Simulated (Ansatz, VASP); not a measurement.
## One calculation of Nb, two programs

```
CELL_PARAMETERS angstrom
0.00000 1.70874 1.70874
1.70874 0.00000 1.70874
1.70874 1.70874 0.00000
ATOMIC_POSITIONS crystal
Nb 0.00000 0.00000 0.00000
```

Change from the starting cell: volume scaled by 0.55, PAW files.

Alike in both runs: task single point; functional PBEsol; k mesh 16 × 16 × 16; occupations fermi-dirac, width 0.05 eV; no spin polarisation.

```csv
,VASP,Ansatz
version,VASP 6.6.1,Ansatz 0.2.0
potentials or method,"VASP PAW PBE potentials, release 64 (Nb_sv)","PAW with Ansatz's default frozen-core files, scalar-relativistic"
plane-wave cutoff (eV),520,420
valence electrons in the cell,13,13
```

Ansatz gave:

| Quantity | Value |
| --- | --- |
| pressure (GPa) | 285.8 |

Problem. Estimate VASP's values.

Solution. Pressure (GPa): 287.9.

VASP's potentials were made for PBE, not for PBEsol. Both programs put the cell under a high pressure, so it lies far from rest at this level. With one functional, cell and mesh, what is left measures potentials, basis and numerics.

Noted on VASP's run: the cell as given lies far from equilibrium.
